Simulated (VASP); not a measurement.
# AlNi3 (Pm-3m) in VASP: notebook

AlNi3 is run at these levels: LDA, PBEsol; tasks: single point.

All numbers are computed with VASP 6.6.1; they aren't measurements. Logs are shortened: lines on timing, memory, paths and dates and some standing lists are left out, and cuts for length are marked.

## 1. The cell of the first run

It takes space group Pm-3m (No. 221, cubic). Conventional cell: a = 3.475 Å, b = 3.475 Å, c = 3.475 Å, α = 90.00°, β = 90.00°, γ = 90.00°. Ni (site symmetry 4/mmm) has 8 Ni at 2.46 Å and 4 Al at 2.46 Å within 3.2 Å. Within 3.2 Å of Al (site symmetry m-3m) lie 12 Ni at 2.46 Å.

## 2. Single point, LDA, collinear spin, ferromagnetic start (volume scaled by 0.96)

INCAR

```
SYSTEM = AlNi3
ALGO     = Fast           ! electronic algorithm
EDIFF    = 1E-6           ! SCF threshold, eV
ENCUT    = 520            ! plane-wave cutoff, eV
ISIF     = 2              ! what is computed and relaxed
ISMEAR   = -1             ! smearing method
ISPIN    = 2              ! spin polarisation
LASPH    = .TRUE.         ! aspherical terms in the spheres
LCHARG   = .FALSE.        ! write CHGCAR
LMAXMIX  = 4              ! l up to which the mixer works
LORBIT   = 11             ! projections on sites
LREAL    = .FALSE.        ! projectors in reciprocal space
LWAVE    = .FALSE.        ! write WAVECAR
MAGMOM   = 1 1 1 0        ! initial moments
NBANDS   = 28             ! bands
NELM     = 150            ! most SCF steps
PREC     = Accurate       ! precision mode
SIGMA    = 0.05           ! smearing width, eV
```

KPOINTS

```
k-points
0
G
  8 8 8
  0 0 0
```

POSCAR

```
AlNi3
1.0
    3.4754400422      0.0000000000      0.0000000000
    0.0000000000      3.4754400422      0.0000000000
    0.0000000000      0.0000000000      3.4754400422
Ni Al
3 1
Direct
    0.5000000000      0.5000000000      0.0000000000
    0.5000000000      0.0000000000      0.5000000000
    0.0000000000      0.5000000000      0.5000000000
    0.0000000000      0.0000000000      0.0000000000
```

Potentials or basis: VASP PAW LDA potentials, release 64 (Ni, Al).

Run with:

```
cat potpaw_LDA.64/Ni/POTCAR potpaw_LDA.64/Al/POTCAR > POTCAR
mpirun -np 1 vasp_std > vasp.out
```

OUTCAR:

```text
SYSTEM = AlNi3
   EDIFF = 1E-6
   ENCUT = 520
   ISIF = 2
   ISMEAR = -1
   ISPIN = 2
   LASPH = .TRUE.
   LORBIT = 11
   LREAL = .FALSE.
   NELM = 150
   PREC = Accurate

 ion  position               nearest neighbor table
   1  0.500  0.500  0.000-   2 2.46   3 2.46   4 2.46   2 2.46   3 2.46   2 2.46   4 2.46   2 2.46
                             3 2.46   4 2.46   3 2.46   4 2.46
   2  0.500  0.000  0.500-   1 2.46   3 2.46   4 2.46   1 2.46   4 2.46   1 2.46   3 2.46   1 2.46
                             3 2.46   4 2.46   4 2.46   3 2.46
   3  0.000  0.500  0.500-   1 2.46   2 2.46   4 2.46   1 2.46   4 2.46   2 2.46   4 2.46   4 2.46
                             1 2.46   2 2.46   1 2.46   2 2.46
   4  0.000  0.000  0.000-   1 2.46   2 2.46   3 2.46   2 2.46   3 2.46   1 2.46   3 2.46   3 2.46
                             1 2.46   2 2.46   2 2.46   1 2.46

  LATTYP: Found a simple cubic cell.
 ALAT       =     3.4754400422

  Lattice vectors:

 A1 = (   3.4754400422,   0.0000000000,   0.0000000000)
 A2 = (   0.0000000000,   3.4754400422,   0.0000000000)
 A3 = (   0.0000000000,   0.0000000000,   3.4754400422)

Analysis of symmetry for initial positions (statically):
=====================================================================
 Subroutine PRICEL returns:
 Original cell was already a primitive cell.

 Routine SETGRP: Setting up the symmetry group for a
 simple cubic supercell.

 Subroutine GETGRP returns: Found 48 space group operations
 (whereof 48 operations were pure point group operations)
 out of a pool of 48 trial point group operations.

The static configuration has the point symmetry O_h .

Analysis of symmetry for dynamics (positions and initial velocities):
=====================================================================
 Subroutine PRICEL returns:
 Original cell was already a primitive cell.

 Routine SETGRP: Setting up the symmetry group for a
 simple cubic supercell.

 Subroutine GETGRP returns: Found 48 space group operations
 (whereof 48 operations were pure point group operations)
 out of a pool of 48 trial point group operations.

The dynamic configuration has the point symmetry O_h .

Analysis of structural, dynamic, and magnetic symmetry:
=====================================================================
 Subroutine PRICEL returns:
 Original cell was already a primitive cell.

 Routine SETGRP: Setting up the symmetry group for a
 simple cubic supercell.

 Subroutine GETGRP returns: Found 48 space group operations
 (whereof 48 operations were pure point group operations)
 out of a pool of 48 trial point group operations.

The overall configuration has the point symmetry O_h .

 Subroutine INISYM returns: Found 48 space group operations
 (whereof 48 operations are pure point group operations),
 and found     1 'primitive' translations

----------------------------------------------------------------------------------------

                                     Primitive cell

  volume of cell :      41.9787

  direct lattice vectors                    reciprocal lattice vectors
     3.475440042  0.000000000  0.000000000     0.287733348  0.000000000  0.000000000
     0.000000000  3.475440042  0.000000000     0.000000000  0.287733348  0.000000000
     0.000000000  0.000000000  3.475440042     0.000000000  0.000000000  0.287733348

  length of vectors
     3.475440042  3.475440042  3.475440042     0.287733348  0.287733348  0.287733348

  position of ions in fractional coordinates (direct lattice)
     0.500000000  0.500000000  0.000000000
     0.500000000  0.000000000  0.500000000
     0.000000000  0.500000000  0.500000000
     0.000000000  0.000000000  0.000000000

  ion indices of the primitive-cell ions
   primitive index   ion index
                 1           1
                 2           2
                 3           3
                 4           4

----------------------------------------------------------------------------------------

 KPOINTS: k-points

Automatic generation of k-mesh.
 Grid dimensions read from file:
 generate k-points for:    8    8    8

 Generating k-lattice:

  Cartesian coordinates                     Fractional coordinates (reciprocal lattice)
     0.035966669  0.000000000  0.000000000     0.125000000  0.000000000  0.000000000
     0.000000000  0.035966669  0.000000000     0.000000000  0.125000000  0.000000000
     0.000000000  0.000000000  0.035966669     0.000000000  0.000000000  0.125000000

  Length of vectors
     0.035966669  0.035966669  0.035966669

  Shift w.r.t. Gamma in fractional coordinates (k-lattice)
     0.000000000  0.000000000  0.000000000

 Subroutine IBZKPT returns following result:
 ===========================================

 Found     35 irreducible k-points:

 Following reciprocal coordinates:
            Coordinates               Weight
  0.000000  0.000000  0.000000      1.000000
  0.125000  0.000000  0.000000      6.000000
  0.250000  0.000000  0.000000      6.000000
  0.375000  0.000000  0.000000      6.000000
  0.500000  0.000000  0.000000      3.000000
  0.125000  0.125000  0.000000     12.000000
[... 16 lines left out ...]
  0.375000  0.375000  0.125000     24.000000
  0.500000  0.375000  0.125000     24.000000
 [... further k-points ...]
   k-points           NKPTS =     35   k-points in BZ     NKDIM =     35   number of bands    NBANDS=     28
   number of dos      NEDOS =    301   number of ions     NIONS =      4
   total plane-waves  NPLWV =  21952
   dimension x,y,z NGX =    28 NGY =   28 NGZ =   28
   dimension x,y,z NGXF=    56 NGYF=   56 NGZF=   56
   ions per type =               3   1
   NGX,Y,Z   is equivalent  to a cutoff of  13.39, 13.39, 13.39 a.u.
   NGXF,Y,Z  is equivalent  to a cutoff of  26.79, 26.79, 26.79 a.u.
 SYSTEM =  AlNi3
   PREC   = accura    normal or accurate (medium, high low for compatibility)
   ISTART =      0    job   : 0-new  1-cont  2-samecut
   ICHARG =      2    charge: 1-file 2-atom 10-const
   ISPIN  =      2    spin polarized calculation?
   LNONCOLLINEAR =      F non collinear calculations
   LSORBIT =      F    spin-orbit coupling
   LASPH  =      T    aspherical Exc in radial PAW
   ENCUT  =  520.0 eV  38.22 Ry    6.18 a.u.   6.46  6.46  6.46*2*pi/ulx,y,z
   NELM   =    150;   NELMIN=  2; NELMDL= -5     # of ELM steps
   EDIFF  = 0.1E-05   stopping-criterion for ELM
   LREAL  =      F    real-space projection
   EDIFFG = 0.1E-04   stopping-criterion for IOM
   NSW    =      0    number of steps for IOM
   IBRION =     -1    ionic relax: 0-MD 1-quasi-New 2-CG
   NFREE  =      0    steps in history (QN), initial steepest desc. (CG)
   ISIF   =      2    stress and relaxation
   ISYM   =      2    0-nonsym 1-usesym 2-fastsym
   POTIM  = 0.5000    time-step for ionic-motion
   TEBEG  =    0.0;   TEEND  =   0.0 temperature during run
   PSTRESS=    0.0 pullay stress
   NELECT =      33.0000    total number of electrons
   NUPDOWN=      -1.0000    fix difference up-down
   EMIN   =  10.00;   EMAX   =-10.00  energy-range for DOS
   EFERMI =   0.00;   METHOD = LEGACY
   ISMEAR =    -1;   SIGMA  =   0.05  broadening in eV -4-tet -1-fermi 0-gaus
   EFERMI_NEDOS =   21; number of points for ismear=-14 and -15
   IALGO  =     68    algorithm
   IMIX   =      4    mixing-type and parameters
     AMIX     =   0.40;   BMIX     =  1.00
     AMIX_MAG =   1.60;   BMIX_MAG =  1.00
  volume/ion in A,a.u.               =      10.49        70.82
  Fermi-wavevector in a.u.,A,eV,Ry     =   1.510902  2.855191 31.059725  2.282825
  Thomas-Fermi vector in A             =   2.621030
   LORBIT       =     11    0 simple, 1 ext, 2 COOP (PROOUT), +10 PAW based schemes
   GGA     = CA    functional components
   LHFCALC =     F    Hartree Fock is set to
   AEXX    =    0.0000 exact exchange contribution
   IVDW    =     0    specifies the selected vdW correction
   LEPSILON=     F    determine dielectric tensor
   LRPA    =     F    only Hartree local field effects (RPA)
 spin polarized calculation
 RMM-DIIS sequential band-by-band and
  energy-cutoff  :      520.00
  volume of cell :       41.98
 maximum number of plane-waves:      1144
 NGX is ok and might be reduce to    28
   NGX = 13   NGY = 13   NGZ = 13

 number of electron      32.9999973 magnetization       0.2641284

 Free energy of the ion-electron system (eV)
  ---------------------------------------------------
  ext. energy  EPLUGINS =         0.00000000
  ---------------------------------------------------
  free energy    TOTEN  =       -25.84298636 eV

  energy without entropy =      -25.80353697  energy(sigma->0) =      -25.82326166

 E-fermi :  10.1887     XC(G=0): -13.3813

 val. band max:       10.1822779283   @ k =   0.5000   0.3750   0.3750
 cond. band min:      10.1910214593   @ k =   0.3750   0.2500   0.2500
 fundamental gap:      0.0087435311
 Fermi energy:        10.1886961457

 spin component 1

 k-point     1 :       0.0000    0.0000    0.0000
  band No.  band energies     occupation
      1      -0.1976      1.00000
      2       5.5245      1.00000
      3       6.2635      1.00000
      4       6.2635      1.00000
      5       6.6707      1.00000
      6       6.6707      1.00000
[... 20 lines left out ...]
     27      24.7792      0.00000
[... 691 lines left out ...]
      6       7.3760      1.00000
[... 20 lines left out ...]
     27      25.6028      0.00000
     28      25.9630      0.00000

 [... further k-points ...]

 spin component 2

 k-point     1 :       0.0000    0.0000    0.0000
  band No.  band energies     occupation
      1      -0.1968      1.00000
      2       5.5661      1.00000
      3       6.3170      1.00000
      4       6.3170      1.00000
      5       6.7569      1.00000
      6       6.7569      1.00000
[... 20 lines left out ...]
     27      24.7882      0.00000
[... 691 lines left out ...]
      6       7.4510      1.00000
[... 20 lines left out ...]
     27      25.6028      0.00000
     28      25.9820      0.00000

 [... further k-points ...]
[... 5 lines left out ...]
  --------------------------------------------------------------------------------------
  -------------------------------------------------------------------------------------
  Total        0.3111248      0.3111248      0.3111248     -0.0000000     -0.0000000     -0.0000000
  in kB       11.8745117     11.8745117     11.8745117     -0.0000000     -0.0000000     -0.0000000
  external PRESSURE =      11.8745117 kB  Pullay stress =       0.0000000 kB

 VOLUME and BASIS-vectors are now :
 -----------------------------------------------------------------------------
  energy-cutoff  :      520.00
  volume of cell :       41.98
      direct lattice vectors                 reciprocal lattice vectors
     3.475440042  0.000000000  0.000000000     0.287733348  0.000000000  0.000000000
     0.000000000  3.475440042  0.000000000     0.000000000  0.287733348  0.000000000
     0.000000000  0.000000000  3.475440042     0.000000000  0.000000000  0.287733348

 POSITION                                       TOTAL-FORCE (eV/Angst)
 -----------------------------------------------------------------------------------
      1.73772      1.73772      0.00000         0.000000      0.000000      0.000000
      1.73772      0.00000      1.73772         0.000000      0.000000      0.000000
      0.00000      1.73772      1.73772         0.000000      0.000000      0.000000
      0.00000      0.00000      0.00000         0.000000      0.000000      0.000000
 -----------------------------------------------------------------------------------
    total drift:                                0.000000      0.000000      0.000000

  FREE ENERGIE OF THE ION-ELECTRON SYSTEM (eV)
  ---------------------------------------------------
  free  energy   TOTEN  =       -25.8429863561 eV

  energy  without entropy=      -25.8035369686  energy(sigma->0) =      -25.82326166

 total charge

# of ion       s       p       d       tot
------------------------------------------
    1        0.529   0.581   8.436   9.546
    2        0.529   0.581   8.436   9.546
    3        0.529   0.581   8.436   9.546
    4        0.420   0.426   0.000   0.846
--------------------------------------------------
tot          2.006   2.169  25.308  29.484

 magnetization (x)

# of ion       s       p       d       tot
------------------------------------------
    1       -0.001  -0.002   0.094   0.091
    2       -0.001  -0.002   0.094   0.091
    3       -0.001  -0.002   0.094   0.091
    4       -0.000  -0.003   0.000  -0.003
--------------------------------------------------
tot         -0.002  -0.008   0.281   0.271
```

It took 54 s on 1 thread of Intel Xeon 6975P-C (Granite Rapids), shared host; peak memory 0.18 GiB.

What came out:

```yaml
Free_energy: -25.8430 eV
Pressure: 1.2 GPa
Net_moment: 0.26 μB per cell
Site_moments: Ni +0.09; Al -0.00 μB
Valence_electrons_inside_the_program's_atomic_spheres: Ni 9.55; Al 0.85
```

Levels at points of the mesh, in eV from the Fermi level:
Spin up:
| k point | band 13 | band 14 | band 15 | band 16 | band 17 | band 18 | band 19 | band 20 | band 21 | band 22 |
| --- | --- | --- | --- | --- | --- | --- | --- | --- | --- | --- |
| (0.00, 0.00, 0.00) | -0.12 | 0.13 | 0.13 | 0.13 | 0.93 | 0.93 | 0.93 | 7.07 | 7.07 | 8.04 |
| (0.50, 0.00, 0.00) | -1.19 | -1.17 | -1.01 | -0.42 | 0.13 | 5.87 | 5.87 | 5.94 | 5.94 | 6.80 |
| (0.50, 0.50, 0.00) | -1.32 | -1.21 | -0.94 | -0.90 | -0.53 | 1.09 | 1.09 | 8.57 | 8.57 | 8.75 |
| (0.50, 0.50, 0.50) | -1.31 | -1.06 | -1.06 | -0.23 | -0.09 | -0.09 | -0.09 | 3.93 | 4.47 | 4.47 |
Spin down:
```csv
k point,band 14,band 15,band 16,band 17,band 18,band 19
"(0.00, 0.00, 0.00)",0.25,0.25,0.25,0.93,0.93,0.93
"(0.50, 0.00, 0.00)",-1.10,-0.93,-0.34,0.25,5.90,5.90
"(0.50, 0.50, 0.00)",-1.15,-0.87,-0.78,-0.47,1.18,1.18
"(0.50, 0.50, 0.50)",-0.99,-0.99,-0.22,0.02,0.02,0.02
```

## 3. Single point, PBEsol, collinear spin, ferromagnetic start (volume scaled by 0.96)

INCAR

```
  PREC = Accurate
  ENCUT = 520
  EDIFF = 1E-6
  ISMEAR = -1
  SIGMA = 0.05
  LREAL = F
  LASPH = T
  NELM = 150
  ALGO = Normal
  ISIF = 2
  LWAVE = F
  LCHARG = T
  ISPIN = 2
  MAGMOM = 1 1 1 0
  LORBIT = 11
  LMAXMIX = 4
  GGA = PS
  LELF = T
  LVHAR = T
  NBANDS = 28
```

KPOINTS

```
Automatic mesh
0
Gamma
  8 8 8
```

POSCAR is that of step 2.

Potentials or basis: VASP PAW PBE potentials, release 64 (Ni, Al).

Run with:

```
cat potpaw_PBE.64/Ni/POTCAR potpaw_PBE.64/Al/POTCAR > POTCAR
mpirun -np 1 vasp_std > vasp.out
```

Run time: 48 s. Hardware: 1 thread of Intel Xeon 6975P-C (Granite Rapids), shared host; peak memory 0.2 GiB.

It converged, with:

- Free energy: -24.2624 eV
- Pressure: 8.4 GPa
- Net moment: 0.57 μB per cell
- Site moments: Ni +0.20; Al -0.01 μB
- Valence electrons inside the program's atomic spheres: Ni 9.54; Al 0.84

Levels at points of the mesh, in eV from the Fermi level:
Spin up:
```tsv
k point	band 15	band 16	band 17	band 18	band 19	band 20
(0.00, 0.00, 0.00)	0.02	0.02	0.88	0.88	0.88	6.98
(0.50, 0.00, 0.00)	-1.09	-0.48	0.02	5.81	5.81	5.90
(0.50, 0.50, 0.00)	-1.00	-1.00	-0.59	1.00	1.00	8.51
(0.50, 0.50, 0.50)	-1.12	-0.32	-0.19	-0.19	-0.19	3.92
```
Spin down:
```csv
k point,band 12,band 13,band 14,band 15,band 16,band 17,band 18,band 19,band 20,band 21
"(0.00, 0.00, 0.00)",-0.40,0.01,0.34,0.34,0.34,0.87,0.87,0.87,7.05,7.05
"(0.50, 0.00, 0.00)",-1.10,-1.04,-1.04,-0.90,-0.32,0.34,5.86,5.86,5.95,5.95
"(0.50, 0.50, 0.00)",-1.23,-1.23,-1.16,-0.85,-0.69,-0.48,1.22,1.22,8.55,8.55
"(0.50, 0.50, 0.50)",-1.24,-1.24,-0.97,-0.97,-0.32,0.10,0.10,0.10,3.99,4.55
```

Caveat: the PAW data sets were made with another functional, which shifts forces and pressure a little.

(Continued in part 2 of 2.)
